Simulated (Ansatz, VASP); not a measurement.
**One calculation of InP, two programs**

The input INCAR:

```
PREC = Accurate ; ENCUT = 520
EDIFF = 1E-6 ; ISMEAR = 0
SIGMA = 0.15 ; LREAL = F
LASPH = T ; NELM = 100
ALGO = Normal ; ISIF = 2
LWAVE = F ; LCHARG = F
GGA = PE ; NBANDS = 16
```

Contents of KPOINTS:

```
Automatic mesh
0
Gamma
  20 20 20
```

Contents of POSCAR:

```
InP
1.0
    0.0000000000      2.7453253917      2.7453253917
    2.7453253917      0.0000000000      2.7453253917
    2.7453253917      2.7453253917      0.0000000000
In P
1 1
Direct
    0.0000000000      0.0000000000      0.0000000000
    0.5000000000      0.5000000000      0.5000000000
```

Input for Ansatz:

```yaml
crystal:
  lattice:
    - [0.0, 2.7453253917, 2.7453253917]
    - [2.7453253917, 0.0, 2.7453253917]
    - [2.7453253917, 2.7453253917, 0.0]
  atoms:
    - { symbol: In, position: [0.0, 0.0, 0.0] }
    - { symbol: P, position: [0.5, 0.5, 0.5] }
basis:
  ecutwfc: 420
kpoints:
  mp_grid: { grid: [20, 20, 20] }
hamiltonian:
  xc: pbe
scf:
  occupations: { method: gaussian, width: 0.15 }
output:
  forces: true
  stress: true
  eigenvalues: true
```

Alike in both runs: task single point; functional PBE; k mesh 20 × 20 × 20; occupations gaussian, width 0.15 eV; no spin polarisation.

|  | VASP | Ansatz |
| --- | --- | --- |
| version | VASP 6.6.1 | Ansatz 0.2.0 |
| potentials or method | VASP PAW PBE potentials, release 64 (In_d, P), cutoff 520 eV | scalar-relativistic, plane waves, PAW |
| valence electrons in the cell | 18 | 18 |

|  | VASP | Ansatz | Ansatz less VASP |
| --- | --- | --- | --- |
| gap on the k mesh at the Fermi level (eV) | none | none | - |
| pressure (GPa) | 2.1 | 2.1 | +0.03 |

A gap of «none» marks a metal or a gap that the smearing closes. With one functional, cell and mesh, what is left measures potentials, basis and numerics.
